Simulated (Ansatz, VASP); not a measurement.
## Ru: VASP beside Ansatz

Contents of INCAR:

```
ALGO     = Fast           # electronic algorithm
EDIFF    = 1E-7           # SCF threshold, eV
ENCUT    = 520            # plane-wave cutoff, eV
GGA      = PE             # functional
ISIF     = 2              # what is computed and relaxed
ISMEAR   = 0              # smearing method
LASPH    = T              # aspherical terms in the spheres
LCHARG   = F              # write CHGCAR
LREAL    = F              # projectors in reciprocal space
LWAVE    = F              # write WAVECAR
NBANDS   = 13             # bands
NELM     = 100            # most SCF steps
PREC     = Accurate       # precision mode
SIGMA    = 0.15           # smearing width, eV
```

Contents of KPOINTS:

```
k-points
0
Gamma
  20 20 20
```

The input POSCAR:

```
Ru
1.0
    0.0333389707      2.0170077266      2.0170077266
    2.0170077266      0.0333389707      2.0170077266
    2.0170077266      2.0170077266      0.0333389707
Ru
1
Direct
    0.0000000000      0.0000000000      0.0000000000
```

Input for Ansatz:

```yaml
crystal:
  lattice:
    - [0.0333389707, 2.0170077266, 2.0170077266]
    - [2.0170077266, 0.0333389707, 2.0170077266]
    - [2.0170077266, 2.0170077266, 0.0333389707]
  atoms:
    - { symbol: Ru, position: [0.0, 0.0, 0.0] }
basis:
  ecutwfc: 420
kpoints:
  mp_grid: { grid: [20, 20, 20] }
hamiltonian:
  xc: pbe
scf:
  occupations: { method: gaussian, width: 0.15 }
output:
  forces: true
  stress: true
  eigenvalues: true
```

Change from the starting cell: equal engineering shear yz, xz and xy +0.0175, equal normal strain along x, y and z +0.0500.

Alike in both runs: task single point; functional PBE; k mesh 20 × 20 × 20; occupations gaussian, width 0.15 eV; no spin polarisation.

|  | VASP | Ansatz |
| --- | --- | --- |
| version | VASP 6.6.1 | Ansatz 0.2.0 |
| potentials or method | VASP PAW PBE potentials, release 64 (Ru_pv), cutoff 520 eV | scalar-relativistic, plane waves, PAW |
| valence electrons in the cell | 14 | 16 |

Ansatz gave:

| Property | Result |
| --- | --- |
| gap on the k mesh at the Fermi level (eV) | none |
| pressure (GPa) | -30.9 |
| traceless stress, the component that is largest in VASP (GPa) | -2.34 |

Task: Which values does VASP return?

Result: gap on the k mesh at the Fermi level (eV): none; pressure (GPa): -31.0; traceless stress, the component that is largest in VASP (GPa): -2.33.

A gap of «none» marks a metal or a gap that the smearing closes. Both programs put the cell under strong tension, so it lies far from rest at this level. VASP's potentials hold 14 valence electrons a cell and Ansatz's 16, so a difference there can come from the potentials and not from the codes.

Noted on VASP's run: the cell as given lies far from equilibrium.
